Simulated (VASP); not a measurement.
**HgTe: single point with PBE**

The system is HgTe.

```
Hg Te
1.0
     0.00000    3.22350    3.12679
     3.22350    0.00000    3.12679
     3.22350    3.22350    0.00000
Hg Te
1 1
Direct
  0.00000 0.00000 0.00000
  0.75000 0.75000 0.75000
```

This cell differs from its parent crystal: strain +0.000 along x and y, -0.030 along z.

| Item | Value |
| --- | --- |
| Program | VASP 6.6.1 |
| Task | single point |
| Functional | PBE |
| Potentials or basis | VASP PAW PBE potentials, release 64 (Hg, Te) |
| Cutoff | 520 eV |
| k mesh | 14 × 14 × 14 |
| Occupations | gaussian, width 0.15 eV |
| Spin | no spin polarisation |
| Dipole correction | no |
| Further INCAR settings | ALGO = Normal; EDIFF = 1e-06; NBANDS = 16 |

The pressure is 5.9 GPa.

Stress tensor (GPa, compression positive):
```
5.80 0.00 0.00
0.00 5.80 0.00
0.00 0.00 6.09
```

Levels at points of the mesh, in eV from the Fermi level:
| k point | band 7 | band 8 | band 9 | band 10 | band 11 | band 12 |
| --- | --- | --- | --- | --- | --- | --- |
| (0.00, 0.00, 0.00) | -0.78 | -0.18 | -0.18 | -0.08 | 4.02 | 4.02 |
| (0.50, 0.00, 0.00) | -5.89 | -1.28 | -1.14 | 0.56 | 4.76 | 4.94 |
| (0.50, 0.50, 0.00) | -5.69 | -2.67 | -2.67 | 1.58 | 2.15 | 8.36 |
| (0.50, 0.00, 0.50) | -5.84 | -2.58 | -2.50 | 1.81 | 2.29 | 8.15 |

Wall time 84 s on 1 thread of Intel(R) Xeon(R) 6975P-C (Granite Rapids), with other jobs on the host, peak memory 0.4 GiB.

Caveat: the cell differs from its parent crystal (strain +0.000 along x and y, -0.030 along z); spin-orbit coupling is left out, which moves the levels of the heavy elements.
